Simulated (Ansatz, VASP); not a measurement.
**One calculation of BN, two programs**

File POSCAR:

```
BN
1.0
    0.0317275175      1.8130010000      1.8130010000
    1.8447285175      0.0000000000      1.8447285175
    1.8130010000      1.8130010000      0.0317275175
B N
1 1
Direct
    0.0000000000      0.0000000000      0.0000000000
    0.7500000000      0.7500000000      0.7500000000
```

Contents of INCAR.step1:

```
SYSTEM = BN
  ALGO = Normal
  EDIFF = 1E-4
  ENCUT = 520
  GGA = PE
  ISMEAR = 0
  LASPH = .True.
  LCHARG = .False.
  LREAL = .False.
  LWAVE = .True.
  NBANDS = 11
  NELM = 80
  PREC = Accurate
  SIGMA = 0.05
```

INCAR.step2

```
SYSTEM = BN
  ALGO = Normal
  EDIFF = 1E-7
  ENCUT = 520
  ISIF = 2
  ISMEAR = 0
  ISTART = 1
  LASPH = .True.
  LCHARG = .False.
  LMIXTAU = .True.
  LREAL = .False.
  LWAVE = .False.
  METAGGA = R2SCAN
  NBANDS = 11
  NELM = 80
  PREC = Accurate
  SIGMA = 0.05
```

The input KPOINTS:

```
k-points
0
Gamma
  12 12 12
  0 0 0
```

Input for Ansatz:

```yaml
crystal:
  lattice:
    - [0.0317275175, 1.813001, 1.813001]
    - [1.8447285175, 0.0, 1.8447285175]
    - [1.813001, 1.813001, 0.0317275175]
  atoms:
    - { symbol: B, position: [0.0, 0.0, 0.0] }
    - { symbol: "N", position: [0.75, 0.75, 0.75] }
basis:
  ecutwfc: 500
kpoints:
  mp_grid: { grid: [12, 12, 12] }
hamiltonian:
  xc: r2scan
scf:
  occupations: { method: gaussian, width: 0.05 }
output:
  forces: true
  stress: true
  eigenvalues: true
```

Change from the starting cell: strain +0.0350 x Voigt [0, 0, 0, 0, 1, 0], atoms carried along.

Alike in both runs: task single point; functional r2SCAN; k mesh 12 × 12 × 12; occupations gaussian, width 0.05 eV; no spin polarisation.

```csv
,VASP,Ansatz
version,VASP 6.6.1,Ansatz 0.2.0
potentials or method,"VASP PAW PBE potentials, release 64 (B, N), cutoff 520 eV","scalar-relativistic, plane waves, PAW"
valence electrons in the cell,8,8
```

|  | VASP | Ansatz | Ansatz less VASP |
| --- | --- | --- | --- |
| gap on the k mesh at the Fermi level (eV) | 4.82 | 4.84 | +0.020 |
| least direct gap on the mesh (eV) | 8.95 | 8.98 | +0.035 |
| pressure (GPa) | -3.5 | -4.6 | -1.06 |
| traceless stress, the component that is largest in VASP (GPa) | -15.93 | -15.83 | +0.102 |
| rms of the force components (eV/Å) | 0.008 | 0.003 | -0.0046 |

VASP's potentials were made for PBE, not for r2SCAN. Atom by atom the forces differ by 0.005 eV/Å (rms over components).
